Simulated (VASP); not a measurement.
A run of VASP 6.6.1:

File INCAR:

```
SYSTEM = TePb
PREC = Accurate ; ENCUT = 500
EDIFF = 1E-6 ; ISMEAR = 0
SIGMA = 0.02 ; LREAL = .FALSE.
LASPH = .TRUE. ; NELM = 120
ALGO = Normal ; ISIF = 2
LWAVE = .FALSE. ; LCHARG = .TRUE.
GGA = PE ; LELF = .TRUE.
LVHAR = .TRUE. ; NBANDS = 17
GGA_COMPAT = .FALSE.
```

The input KPOINTS:

```
regular mesh
0
G
  8 8 8
  0 0 0
```

The input POSCAR:

```
TePb
1.0
    0.0000000000      3.2528561014      3.2528561014
    3.2528561014      0.0000000000      3.2528561014
    3.2528561014      3.2528561014      0.0000000000
Te Pb
1 1
Direct
    0.5000000000      0.5000000000      0.5000000000
    0.0000000000      0.0000000000      0.0000000000
```

Potentials or basis: VASP PAW PBE potentials, release 64 (Te, Pb_d).

The run is started by

```bash
$ cat potpaw_PBE.64/Te/POTCAR potpaw_PBE.64/Pb_d/POTCAR > POTCAR
$ mpirun -np 1 vasp_std > vasp.out
```

Hardware: 1 thread of Intel(R) Xeon(R) Platinum 8488C (Sapphire Rapids), with other jobs on the host.

Q: Estimate the wall time of this run.

A: Run time: 26 s on 1 thread of Intel(R) Xeon(R) Platinum 8488C (Sapphire Rapids), with other jobs on the host, peak memory 0.21 GiB. Counts: scf iterations 12, k points 29.
